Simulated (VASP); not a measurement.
Ta: single point with PBE

Crystal: Ta.

```
CELL_PARAMETERS angstrom
-1.65128 1.65128 1.65128
1.65128 -1.65128 1.65128
1.65128 1.65128 -1.65128
ATOMIC_POSITIONS crystal
Ta 0.00000 0.00000 0.00000
```

```json
{"Program": "VASP 6.6.1", "Task": "single point", "Functional": "PBE", "Potentials or basis": "VASP PAW PBE potentials, release 64 (Ta_pv)", "Cutoff": "520 eV", "k mesh": "11 × 11 × 11", "Occupations": "gaussian, width 0.05 eV", "Spin": "no spin polarisation", "Dipole correction": "no", "Further INCAR settings": "ALGO = Fast; EDIFF = 1e-06; NBANDS = 12"}
```

```yaml
Pressure: 2.3 GPa
```

Levels at points of the mesh, in eV from the Fermi level:
| k point | band 3 | band 4 | band 5 | band 6 | band 7 | band 8 |
| --- | --- | --- | --- | --- | --- | --- |
| (0.00, 0.00, 0.00) | -33.05 | -7.90 | 0.76 | 0.76 | 0.76 | 4.03 |

Run time: 7.4 s on 1 thread of AMD EPYC 9R45 96-Core Processor (Zen 5), on a shared host, peak memory 0.11 GiB.

Caveat: spin-orbit coupling is left out, which moves the levels of the heavy elements.
